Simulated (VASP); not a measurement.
# Rh (Pm-3m) in VASP: notebook

Rh is run at these levels: LDA; tasks: single point, relaxation of cell and atoms.

Program: VASP 6.6.1. These are calculated values, not measurements. Logs are shortened: lines on timing, memory, paths and dates and some standing lists are left out, and cuts for length are marked.

### Step 1. The cell of the first run

The structure is cubic, space group Pm-3m (No. 221). Conventional cell: a = 2.577 Å, b = 2.577 Å, c = 2.577 Å, α = 90.00°, β = 90.00°, γ = 90.00°. Within 3.4 Å of Rh (site symmetry m-3m) lie 6 Rh at 2.58 Å.

### Step 2. Single point, LDA (volume scaled by 1.12)

INCAR

```
SYSTEM = Rh
PREC = Accurate
ENCUT = 520
EDIFF = 1E-6
ISMEAR = -1
SIGMA = 0.1
LREAL = .False.
LASPH = .True.
NELM = 80
ALGO = Normal
ISIF = 2
LWAVE = .False.
LCHARG = .False.
GGA = CA
NBANDS = 14
```

KPOINTS

```
Automatic mesh
0
Gamma
  14 14 14
  0 0 0
```

POSCAR

```
Rh
1.0
    2.5765195797      0.0000000000      0.0000000000
    0.0000000000      2.5765195797      0.0000000000
    0.0000000000      0.0000000000      2.5765195797
Rh
1
Direct
    0.0000000000      0.0000000000      0.0000000000
```

Potentials or basis: VASP PAW LDA potentials, release 64 (Rh_pv).

The run is started by

```bash
$ cat potpaw_LDA.64/Rh_pv/POTCAR > POTCAR
$ mpirun -np 1 vasp_std > vasp.out
```

OUTCAR:

```text
SYSTEM = Rh
   PREC = Accurate
   ENCUT = 520
   EDIFF = 1E-6
   ISMEAR = -1
   LREAL = .False.
   LASPH = .True.
   NELM = 80
   ISIF = 2
   GGA = CA

 ion  position               nearest neighbor table
   1  0.000  0.000  0.000-

  LATTYP: Found a simple cubic cell.
 ALAT       =     2.5765195797

  Lattice vectors:

 A1 = (   2.5765195797,   0.0000000000,   0.0000000000)
 A2 = (   0.0000000000,   2.5765195797,   0.0000000000)
 A3 = (   0.0000000000,   0.0000000000,   2.5765195797)

Analysis of symmetry for initial positions (statically):
=====================================================================
 Subroutine PRICEL returns:
 Original cell was already a primitive cell.

 Routine SETGRP: Setting up the symmetry group for a
 simple cubic supercell.

 Subroutine GETGRP returns: Found 48 space group operations
 (whereof 48 operations were pure point group operations)
 out of a pool of 48 trial point group operations.

The static configuration has the point symmetry O_h .

Analysis of symmetry for dynamics (positions and initial velocities):
=====================================================================
 Subroutine PRICEL returns:
 Original cell was already a primitive cell.

 Routine SETGRP: Setting up the symmetry group for a
 simple cubic supercell.

 Subroutine GETGRP returns: Found 48 space group operations
 (whereof 48 operations were pure point group operations)
 out of a pool of 48 trial point group operations.

The dynamic configuration has the point symmetry O_h .

 Subroutine INISYM returns: Found 48 space group operations
 (whereof 48 operations are pure point group operations),
 and found     1 'primitive' translations

----------------------------------------------------------------------------------------

                                     Primitive cell

  volume of cell :      17.1041

  direct lattice vectors                    reciprocal lattice vectors
     2.576519580  0.000000000  0.000000000     0.388120474  0.000000000  0.000000000
     0.000000000  2.576519580  0.000000000     0.000000000  0.388120474  0.000000000
     0.000000000  0.000000000  2.576519580     0.000000000  0.000000000  0.388120474

  length of vectors
     2.576519580  2.576519580  2.576519580     0.388120474  0.388120474  0.388120474

  position of ions in fractional coordinates (direct lattice)
     0.000000000  0.000000000  0.000000000

  ion indices of the primitive-cell ions
   primitive index   ion index
                 1           1

----------------------------------------------------------------------------------------

 KPOINTS: Automatic mesh

Automatic generation of k-mesh.
 Grid dimensions read from file:
 generate k-points for:   14   14   14

 Generating k-lattice:

  Cartesian coordinates                     Fractional coordinates (reciprocal lattice)
     0.027722891  0.000000000  0.000000000     0.071428571  0.000000000  0.000000000
     0.000000000  0.027722891  0.000000000     0.000000000  0.071428571  0.000000000
     0.000000000  0.000000000  0.027722891     0.000000000  0.000000000  0.071428571

  Length of vectors
     0.027722891  0.027722891  0.027722891

  Shift w.r.t. Gamma in fractional coordinates (k-lattice)
     0.000000000  0.000000000  0.000000000

 Subroutine IBZKPT returns following result:
 ===========================================

 Found    120 irreducible k-points:

 Following reciprocal coordinates:
            Coordinates               Weight
  0.000000  0.000000  0.000000      1.000000
  0.071429  0.000000  0.000000      6.000000
  0.142857  0.000000  0.000000      6.000000
  0.214286  0.000000  0.000000      6.000000
  0.285714  0.000000  0.000000      6.000000
  0.357143  0.000000  0.000000      6.000000
[... 16 lines left out ...]
  0.285714  0.214286  0.000000     24.000000
  0.357143  0.214286  0.000000     24.000000
 [... further k-points ...]
   k-points           NKPTS =    120   k-points in BZ     NKDIM =    120   number of bands    NBANDS=     14
   number of dos      NEDOS =    301   number of ions     NIONS =      1
   total plane-waves  NPLWV =   8000
   dimension x,y,z NGX =    20 NGY =   20 NGZ =   20
   dimension x,y,z NGXF=    40 NGYF=   40 NGZF=   40
   ions per type =               1
   NGX,Y,Z   is equivalent  to a cutoff of  12.90, 12.90, 12.90 a.u.
   NGXF,Y,Z  is equivalent  to a cutoff of  25.81, 25.81, 25.81 a.u.
 SYSTEM =  Rh
   PREC   = accura    normal or accurate (medium, high low for compatibility)
   ISTART =      0    job   : 0-new  1-cont  2-samecut
   ICHARG =      2    charge: 1-file 2-atom 10-const
   ISPIN  =      1    spin polarized calculation?
   LNONCOLLINEAR =      F non collinear calculations
   LSORBIT =      F    spin-orbit coupling
   LASPH  =      T    aspherical Exc in radial PAW
   ENCUT  =  520.0 eV  38.22 Ry    6.18 a.u.   4.79  4.79  4.79*2*pi/ulx,y,z
   NELM   =     80;   NELMIN=  2; NELMDL= -5     # of ELM steps
   EDIFF  = 0.1E-05   stopping-criterion for ELM
   LREAL  =      F    real-space projection
   EDIFFG = 0.1E-04   stopping-criterion for IOM
   NSW    =      0    number of steps for IOM
   IBRION =     -1    ionic relax: 0-MD 1-quasi-New 2-CG
   NFREE  =      0    steps in history (QN), initial steepest desc. (CG)
   ISIF   =      2    stress and relaxation
   ISYM   =      2    0-nonsym 1-usesym 2-fastsym
   POTIM  = 0.5000    time-step for ionic-motion
   TEBEG  =    0.0;   TEEND  =   0.0 temperature during run
   PSTRESS=    0.0 pullay stress
   NELECT =      15.0000    total number of electrons
   NUPDOWN=      -1.0000    fix difference up-down
   EMIN   =  10.00;   EMAX   =-10.00  energy-range for DOS
   EFERMI =   0.00;   METHOD = LEGACY
   ISMEAR =    -1;   SIGMA  =   0.10  broadening in eV -4-tet -1-fermi 0-gaus
   EFERMI_NEDOS =   21; number of points for ismear=-14 and -15
   IALGO  =     38    algorithm
   IMIX   =      4    mixing-type and parameters
     AMIX     =   0.40;   BMIX     =  1.00
     AMIX_MAG =   1.60;   BMIX_MAG =  1.00
  volume/ion in A,a.u.               =      17.10       115.42
  Fermi-wavevector in a.u.,A,eV,Ry     =   1.567010  2.961220 33.409388  2.455521
  Thomas-Fermi vector in A             =   2.669253
   LORBIT       =      0    0 simple, 1 ext, 2 COOP (PROOUT), +10 PAW based schemes
   GGA     = CA    functional components
   LHFCALC =     F    Hartree Fock is set to
   AEXX    =    0.0000 exact exchange contribution
   IVDW    =     0    specifies the selected vdW correction
   LEPSILON=     F    determine dielectric tensor
   LRPA    =     F    only Hartree local field effects (RPA)
 non-spin polarized calculation
  energy-cutoff  :      520.00
  volume of cell :       17.10
 maximum number of plane-waves:       480
 NGX is ok and might be reduce to    20
   NGX =  9   NGY =  9   NGZ =  9

 number of electron      15.0000012 magnetization

 Free energy of the ion-electron system (eV)
  ---------------------------------------------------
  ext. energy  EPLUGINS =         0.00000000
  ---------------------------------------------------
  free energy    TOTEN  =        -7.70325278 eV

  energy without entropy =       -7.64338814  energy(sigma->0) =       -7.67332046

 E-fermi :   8.2367     XC(G=0): -12.8579

 val. band max:        8.2267530138   @ k =   0.3571   0.3571   0.1429
 cond. band min:       8.2397409692   @ k =   0.4286   0.2143   0.0714
 fundamental gap:      0.0129879554
 Fermi energy:         8.2366746422

 k-point     1 :       0.0000    0.0000    0.0000
  band No.  band energies     occupation
      1     -37.4989      2.00000
      2     -37.4989      2.00000
      3     -37.4989      2.00000
      4       1.7402      2.00000
      5       3.4568      2.00000
      6       3.4568      2.00000
      7       8.9364      0.00183
      8       8.9364      0.00183
      9       8.9364      0.00183
     10      24.5526      0.00000
     11      24.5526      0.00000
     12      24.5526      0.00000
     13      29.3211      0.00000
     14      31.6598      0.00000

 k-point     2 :       0.0714    0.0000    0.0000
  band No.  band energies     occupation
      1     -37.5299      2.00000
      2     -37.4963      2.00000
      3     -37.4963      2.00000
      4       1.8803      2.00000
      5       3.4836      2.00000
      6       3.5812      2.00000
      7       8.8211      0.00577
      8       8.8211      0.00577
      9       8.9454      0.00167
     10      23.5803      0.00000
     11      24.7967      0.00000
     12      24.7967      0.00000
     13      29.3236      0.00000
     14      31.0832      0.00000

 k-point     3 :       0.1429    0.0000    0.0000
  band No.  band energies     occupation
      1     -37.6162      2.00000
      2     -37.4891      2.00000
      3     -37.4891      2.00000
      4       2.2561      2.00000
      5       3.5596      2.00000
      6       3.9743      2.00000
      7       8.5117      0.12017
      8       8.5117      0.12017
      9       8.9708      0.00130
     10      21.6179      0.00000
     11      25.4857      0.00000
     12      25.4857      0.00000
     13      29.3255      0.00000
     14      29.8523      0.00000
[... 324 lines left out ...]
 k-point    23 :       0.2857    0.2143    0.0000
  band No.  band energies     occupation
      1     -37.8496      2.00000
      2     -37.7024      2.00000
      3     -37.4474      2.00000
      4       3.8390      2.00000
      5       4.7338      2.00000
      6       5.7302      2.00000
      7       7.6481      1.99446
      8       7.7766      1.98011
      9       8.2776      0.79797
     10      18.6274      0.00000
     11      22.0557      0.00000
     12      28.0704      0.00000
     13      29.3328      0.00000
     14      29.7471      0.00000

 k-point    24 :       0.3571    0.2143    0.0000
  band No.  band energies     occupation
      1     -37.9680      2.00000
      2     -37.6903      2.00000
      3     -37.4371      2.00000
      4       4.0867      2.00000
      5       4.7818      2.00000
      6       5.9141      2.00000
      7       7.4359      1.99933
      8       8.3256      0.58254
      9       8.6626      0.02787
     10      16.6861      0.00000
     11      23.0379      0.00000
     12      27.3540      0.00000
     13      29.3322      0.00000
     14      30.6128      0.00000

 [... further k-points ...]
[... 5 lines left out ...]
  --------------------------------------------------------------------------------------
  -------------------------------------------------------------------------------------
  Total       -2.0465105     -2.0465105     -2.0465105     -0.0000000     -0.0000000     -0.0000000
  in kB     -191.7009314   -191.7009314   -191.7009314     -0.0000000     -0.0000000     -0.0000000
  external PRESSURE =    -191.7009314 kB  Pullay stress =       0.0000000 kB

 VOLUME and BASIS-vectors are now :
 -----------------------------------------------------------------------------
  energy-cutoff  :      520.00
  volume of cell :       17.10
      direct lattice vectors                 reciprocal lattice vectors
     2.576519580  0.000000000  0.000000000     0.388120474  0.000000000  0.000000000
     0.000000000  2.576519580  0.000000000     0.000000000  0.388120474  0.000000000
     0.000000000  0.000000000  2.576519580     0.000000000  0.000000000  0.388120474

 POSITION                                       TOTAL-FORCE (eV/Angst)
 -----------------------------------------------------------------------------------
      0.00000      0.00000      0.00000         0.000000      0.000000      0.000000
 -----------------------------------------------------------------------------------
    total drift:                                0.000000      0.000000      0.000000

  FREE ENERGIE OF THE ION-ELECTRON SYSTEM (eV)
  ---------------------------------------------------
  free  energy   TOTEN  =        -7.7032527834 eV

  energy  without entropy=       -7.6433881440  energy(sigma->0) =       -7.67332046
```

Wall time 9.7 s (1 thread of Intel Xeon Platinum 8488C (Sapphire Rapids), shared host); peak memory 0.13 GiB.

What came out:

```
Free energy : -7.7033 eV
Pressure    : -19.2 GPa
```

Levels at points of the mesh, in eV from the Fermi level:
```csv
k point,band 4,band 5,band 6,band 7,band 8,band 9,band 10,band 11
"(0.00, 0.00, 0.00)",-6.50,-4.78,-4.78,0.70,0.70,0.70,16.32,16.32
"(0.50, 0.00, 0.00)",-4.20,-4.14,-1.25,-1.25,0.08,0.89,5.76,17.37
"(0.50, 0.50, 0.00)",-5.15,-3.45,-0.88,-0.88,2.12,5.43,5.43,12.67
"(0.50, 0.50, 0.50)",-4.11,-4.11,-4.11,2.24,2.24,10.31,11.44,11.44
```

[end of part 1 of 2]
